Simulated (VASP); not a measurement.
# Sb (Fd-3m) in VASP: further runs

Runs on Sb. Level: PBE. Tasks: single point.

Program: VASP 6.6.1. These are calculated values, not measurements. Logs are shortened: lines on timing, memory, paths and dates and some standing lists are left out, and cuts for length are marked.

## 1. The cell of the first run

Symmetry: Fd-3m, No. 227, cubic system. Conventional cell: a = 6.852 Å, b = 6.852 Å, c = 6.852 Å, α = 90.00°, β = 90.00°, γ = 90.00°. Within 3.9 Å of Sb (site symmetry -43m) lie 4 Sb at 2.97 Å.

## 2. Single point, PBE

Contents of INCAR:

```
SYSTEM = Sb
PREC = Accurate
ENCUT = 520
EDIFF = 1E-6
ISMEAR = -1
SIGMA = 0.06122561905347299
LREAL = .False.
LASPH = .True.
NELM = 80
ALGO = Normal
ISIF = 2
LWAVE = .False.
LCHARG = .False.
GGA = PE
NBANDS = 12
```

Contents of KPOINTS:

```
Automatic mesh
0
Gamma
  9 9 9
  0 0 0
```

Contents of POSCAR:

```
Sb
1.0
    0.0000000000      3.4259552219      3.4259552219
    3.4259552219      0.0000000000      3.4259552219
    3.4259552219      3.4259552219      0.0000000000
Sb
2
Direct
    0.0000000000      0.0000000000      0.0000000000
    0.2500000000      0.2500000000      0.2500000000
```

Potentials or basis: VASP PAW PBE potentials, release 64 (Sb).

On the command line:

```
cat potpaw_PBE.64/Sb/POTCAR > POTCAR
mpirun -np 1 vasp_std > vasp.out
```

OUTCAR:

```text
SYSTEM = Sb
   PREC = Accurate
   ENCUT = 520
   EDIFF = 1E-6
   ISMEAR = -1
   LREAL = .False.
   LASPH = .True.
   NELM = 80
   ISIF = 2
   GGA = PE

 ion  position               nearest neighbor table
   1  0.000  0.000  0.000-   2 2.97   2 2.97   2 2.97   2 2.97
   2  0.250  0.250  0.250-   1 2.97   1 2.97   1 2.97   1 2.97

  LATTYP: Found a face centered cubic cell.
 ALAT       =     6.8519104438

  Lattice vectors:

 A1 = (   0.0000000000,   3.4259552219,   3.4259552219)
 A2 = (   3.4259552219,   0.0000000000,   3.4259552219)
 A3 = (   3.4259552219,   3.4259552219,   0.0000000000)

Analysis of symmetry for initial positions (statically):
=====================================================================
 Subroutine PRICEL returns:
 Original cell was already a primitive cell.

 Routine SETGRP: Setting up the symmetry group for a
 face centered cubic supercell.

 Subroutine GETGRP returns: Found 48 space group operations
 (whereof 24 operations were pure point group operations)
 out of a pool of 48 trial point group operations.

The static configuration has the point symmetry T_d .
 The point group associated with its full space group is O_h .

Analysis of symmetry for dynamics (positions and initial velocities):
=====================================================================
 Subroutine PRICEL returns:
 Original cell was already a primitive cell.

 Routine SETGRP: Setting up the symmetry group for a
 face centered cubic supercell.

 Subroutine GETGRP returns: Found 48 space group operations
 (whereof 24 operations were pure point group operations)
 out of a pool of 48 trial point group operations.

The dynamic configuration has the point symmetry T_d .
 The point group associated with its full space group is O_h .

 Subroutine INISYM returns: Found 48 space group operations
 (whereof 24 operations are pure point group operations),
 and found     1 'primitive' translations

----------------------------------------------------------------------------------------

                                     Primitive cell

  volume of cell :      80.4220

  direct lattice vectors                    reciprocal lattice vectors
     0.000000000  3.425955222  3.425955222    -0.145944698  0.145944698  0.145944698
     3.425955222  0.000000000  3.425955222     0.145944698 -0.145944698  0.145944698
     3.425955222  3.425955222  0.000000000     0.145944698  0.145944698 -0.145944698

  length of vectors
     4.845032339  4.845032339  4.845032339     0.252783632  0.252783632  0.252783632

  position of ions in fractional coordinates (direct lattice)
     0.000000000  0.000000000  0.000000000
[... 85 lines left out ...]
   ISYM   =      2    0-nonsym 1-usesym 2-fastsym
   POTIM  = 0.5000    time-step for ionic-motion
   TEBEG  =    0.0;   TEEND  =   0.0 temperature during run
   PSTRESS=    0.0 pullay stress
   NELECT =      10.0000    total number of electrons
   NUPDOWN=      -1.0000    fix difference up-down
   EMIN   =  10.00;   EMAX   =-10.00  energy-range for DOS
   EFERMI =   0.00;   METHOD = LEGACY
   ISMEAR =    -1;   SIGMA  =   0.06  broadening in eV -4-tet -1-fermi 0-gaus
   EFERMI_NEDOS =   21; number of points for ismear=-14 and -15
   IALGO  =     38    algorithm
   IMIX   =      4    mixing-type and parameters
     AMIX     =   0.40;   BMIX     =  1.00
     AMIX_MAG =   1.60;   BMIX_MAG =  1.00
  volume/ion in A,a.u.               =      40.21       271.36
  Fermi-wavevector in a.u.,A,eV,Ry     =   0.817115  1.544123  9.084295  0.667677
  Thomas-Fermi vector in A             =   1.927505
   LORBIT       =      0    0 simple, 1 ext, 2 COOP (PROOUT), +10 PAW based schemes
   GGA     = PE    functional components
   LHFCALC =     F    Hartree Fock is set to
   AEXX    =    0.0000 exact exchange contribution
   IVDW    =     0    specifies the selected vdW correction
   LEPSILON=     F    determine dielectric tensor
   LRPA    =     F    only Hartree local field effects (RPA)
 non-spin polarized calculation
  energy-cutoff  :      520.00
  volume of cell :       80.42
 maximum number of plane-waves:      2185
   NGX = 17   NGY = 17   NGZ = 17

 number of electron      10.0000000 magnetization

 number of electron       9.9999999 magnetization

 Free energy of the ion-electron system (eV)
  ---------------------------------------------------
  ext. energy  EPLUGINS =         0.00000000
  ---------------------------------------------------
  free energy    TOTEN  =        -7.62488071 eV

  energy without entropy =       -7.59902125  energy(sigma->0) =       -7.61195098

 E-fermi :   4.3811     XC(G=0):  -8.1010

 val. band max:        4.3718905926   @ k =  -0.3333   0.4444   0.1111
 cond. band min:       4.3887447219   @ k =  -0.4444   0.4444   0.1111
 fundamental gap:      0.0168541293
 Fermi energy:         4.3810738819

 k-point     1 :       0.0000    0.0000    0.0000
  band No.  band energies     occupation
      1      -7.3601      2.00000
      2      -0.6880      2.00000
      3       2.5639      2.00000
      4       2.5639      2.00000
      5       2.5639      2.00000
      6       4.9107      0.00035
      7       4.9107      0.00035
      8       4.9107      0.00035
      9       8.3650      0.00000
     10      10.7870      0.00000
     11      10.7870      0.00000
     12      11.9654      0.00000
[... 331 lines left out ...]
 k-point    24 :       0.4444    0.4444    0.0000
  band No.  band energies     occupation
      1      -5.5101      2.00000
      2      -4.5497      2.00000
      3       0.8709      2.00000
      4       0.8709      2.00000
      5       3.8370      1.99972
      6       4.0096      1.99537
      7       8.6695      0.00000
      8       8.6695      0.00000
      9      10.0801      0.00000
     10      11.4026      0.00000
     11      12.8603      0.00000
     12      12.9188      0.00000

 [... further k-points ...]
[... 5 lines left out ...]
  --------------------------------------------------------------------------------------
  -------------------------------------------------------------------------------------
  Total        1.1381755      1.1381755      1.1381755      0.0000000      0.0000000      0.0000000
  in kB       22.6748691     22.6748691     22.6748691      0.0000000      0.0000000      0.0000000
  external PRESSURE =      22.6748691 kB  Pullay stress =       0.0000000 kB

 VOLUME and BASIS-vectors are now :
 -----------------------------------------------------------------------------
  energy-cutoff  :      520.00
  volume of cell :       80.42
      direct lattice vectors                 reciprocal lattice vectors
     0.000000000  3.425955222  3.425955222    -0.145944698  0.145944698  0.145944698
     3.425955222  0.000000000  3.425955222     0.145944698 -0.145944698  0.145944698
     3.425955222  3.425955222  0.000000000     0.145944698  0.145944698 -0.145944698

 POSITION                                       TOTAL-FORCE (eV/Angst)
 -----------------------------------------------------------------------------------
      0.00000      0.00000      0.00000        -0.000000      0.000000      0.000000
      1.71298      1.71298      1.71298         0.000000     -0.000000     -0.000000
 -----------------------------------------------------------------------------------
    total drift:                                0.000000      0.000000      0.000000

  FREE ENERGIE OF THE ION-ELECTRON SYSTEM (eV)
  ---------------------------------------------------
  free  energy   TOTEN  =        -7.6248807129 eV

  energy  without entropy=       -7.5990212539  energy(sigma->0) =       -7.61195098
```

Wall time 11 s (1 thread of Intel Xeon Platinum 8559C (Emerald Rapids), shared host); peak memory 0.2 GiB.

What came out:

| Item | Value |
| --- | --- |
| Free energy | -7.6249 eV |
| Pressure | 2.3 GPa |
| Band gap on the k mesh | zero (band 5 reaches 4.93 eV, above the bottom of band 6 at 4.01 eV) |

Levels at points of the mesh, in eV from the Fermi level:
```csv
k point,band 3,band 4,band 5,band 6,band 7,band 8
"(0.00, 0.00, 0.00)",-1.82,-1.82,-1.82,0.53,0.53,0.53
```

Caveat: spin-orbit coupling is left out, which moves the levels of the heavy elements.

## 3. Single point, PBE

This run uses another cell than the first one, of 41.07 Å³/atom, 1.021 times its volume.

Contents of INCAR:

```
PREC = Accurate
ENCUT = 520
EDIFF = 1E-6
ISMEAR = -1
SIGMA = 0.06122561905347299
LREAL = False
LASPH = True
NELM = 80
ALGO = Normal
ISIF = 2
LWAVE = False
LCHARG = False
GGA = PE
NBANDS = 12
```

Contents of KPOINTS:

```
Automatic mesh
0
Gamma
  9 9 9
```

Contents of POSCAR:

```
Sb
1.0
    0.0000000000      3.4500824621      3.4500824621
    3.4500824621      0.0000000000      3.4500824621
    3.4500824621      3.4500824621      0.0000000000
Sb
2
Direct
    0.0000000000      0.0000000000      0.0000000000
    0.2500000000      0.2500000000      0.2500000000
```

Potentials or basis: VASP PAW PBE potentials, release 64 (Sb).

On the command line:

```
cat potpaw_PBE.64/Sb/POTCAR > POTCAR
mpirun -np 1 vasp_std > vasp.out
```

Wall time 12 s (1 thread of Intel Xeon Platinum 8559C (Emerald Rapids), shared host); peak memory 0.2 GiB.

Results (log left out):

| Property | Result |
| --- | --- |
| Free energy | -7.6447 eV |
| Pressure | 1.5 GPa |
| Band gap on the k mesh | zero (band 5 reaches 4.70 eV, above the bottom of band 6 at 3.83 eV) |

Levels at points of the mesh, in eV from the Fermi level:
```tsv
k point	band 1	band 2	band 3	band 4	band 5	band 6	band 7	band 8	band 9	band 10
(0.00, 0.00, 0.00)	-11.61	-5.17	-1.78	-1.78	-1.78	0.54	0.54	0.54	3.99	6.40
```

Caveat: spin-orbit coupling is left out, which moves the levels of the heavy elements.

## 4. Single point, PBE

This run uses another cell than the first one, of 41.92 Å³/atom, 1.043 times its volume.

Contents of INCAR:

```
PREC = Accurate
ENCUT = 520
EDIFF = 1E-7
ISMEAR = -1
SIGMA = 0.06122561905347299
LREAL = F
LASPH = T
NELM = 100
ALGO = Normal
ISIF = 2
LWAVE = F
LCHARG = T
GGA = PE
LELF = T
LVHAR = T
NBANDS = 12
```

KPOINTS is that of step 3.

Contents of POSCAR:

```
Sb
1.0
    0.0000000000      3.4738768862      3.4738768862
    3.4738768862      0.0000000000      3.4738768862
    3.4738768862      3.4738768862      0.0000000000
Sb
2
Direct
    0.0000000000      0.0000000000      0.0000000000
    0.2500000000      0.2500000000      0.2500000000
```

On the command line:

```
cat potpaw_PBE.64/Sb/POTCAR > POTCAR
mpirun -np 1 vasp_std > vasp.out
```

It took 22 s on 1 thread of Intel Xeon Platinum 8559C (Emerald Rapids), shared host; peak memory 0.23 GiB.

It converged, with:

```
Free energy            : -7.6563 eV
Pressure               : 0.7 GPa
Band gap on the k mesh : zero (band 5 reaches 4.48 eV, above the bottom of band 6 at 3.66 eV)
```

Levels at points of the mesh, in eV from the Fermi level:
| k point | band 2 | band 3 | band 4 | band 5 | band 6 | band 7 | band 8 | band 9 |
| --- | --- | --- | --- | --- | --- | --- | --- | --- |
| (0.00, 0.00, 0.00) | -5.27 | -1.75 | -1.75 | -1.75 | 0.55 | 0.55 | 0.55 | 3.99 |

Caveat: spin-orbit coupling is left out, which moves the levels of the heavy elements.

## 5. Single point, PBE

This run uses another cell than the first one, of 41.92 Å³/atom, 1.043 times its volume.

Contents of INCAR:

```
SYSTEM = Sb
ALGO     = Normal         ! electronic algorithm
EDIFF    = 1E-6           ! SCF threshold, eV
ENCUT    = 520            ! plane-wave cutoff, eV
GGA      = PE             ! functional
ISIF     = 2              ! what is computed and relaxed
ISMEAR   = -1             ! smearing method
LASPH    = .True.         ! aspherical terms in the spheres
LCHARG   = .False.        ! write CHGCAR
LREAL    = .False.        ! projectors in reciprocal space
LWAVE    = .False.        ! write WAVECAR
NBANDS   = 12             ! bands
NELM     = 80             ! most SCF steps
PREC     = Accurate       ! precision mode
SIGMA    = 0.06122561905347299 ! smearing width, eV
```

Contents of KPOINTS:

```
k-points
0
Gamma
  9 9 9
  0 0 0
```

POSCAR is that of step 4.

On the command line:

```
cat potpaw_PBE.64/Sb/POTCAR > POTCAR
mpirun -np 1 vasp_std > vasp.out
```

Wall time 17 s (1 thread of Intel Xeon Platinum 8559C (Emerald Rapids), shared host); peak memory 0.23 GiB.

Results (log left out):

```
Free energy            : -7.6563 eV
Pressure               : 0.7 GPa
Band gap on the k mesh : zero (band 5 reaches 4.48 eV, above the bottom of band 6 at 3.66 eV)
```

Levels at points of the mesh, in eV from the Fermi level:
| k point | band 1 | band 2 | band 3 | band 4 | band 5 | band 6 | band 7 | band 8 | band 9 | band 10 |
| --- | --- | --- | --- | --- | --- | --- | --- | --- | --- | --- |
| (0.00, 0.00, 0.00) | -11.49 | -5.27 | -1.75 | -1.75 | -1.75 | 0.55 | 0.55 | 0.55 | 3.99 | 6.39 |

Caveat: spin-orbit coupling is left out, which moves the levels of the heavy elements.

## 6. Summary

| cell | gap on the mesh (eV) | pressure (GPa) |
| --- | --- | --- |
| a = 4.845 Å, angles 60.0°, 2 atoms | none | 2.3 |
| a = 4.879 Å, angles 60.0°, 2 atoms | none | 1.5 |
| a = 4.913 Å, angles 60.0°, 2 atoms | none | 0.7 |

Alike in all rows: task single point; level PBE; potentials or basis VASP PAW PBE potentials, release 64 (Sb); no spin polarisation; k mesh 9 × 9 × 9; cutoff (eV) 520; smearing fermi-dirac 0.0612256 eV.

Caveats: spin-orbit coupling is left out, which moves the levels of the heavy elements.

Absolute energies hang on the potentials; compare differences alone.
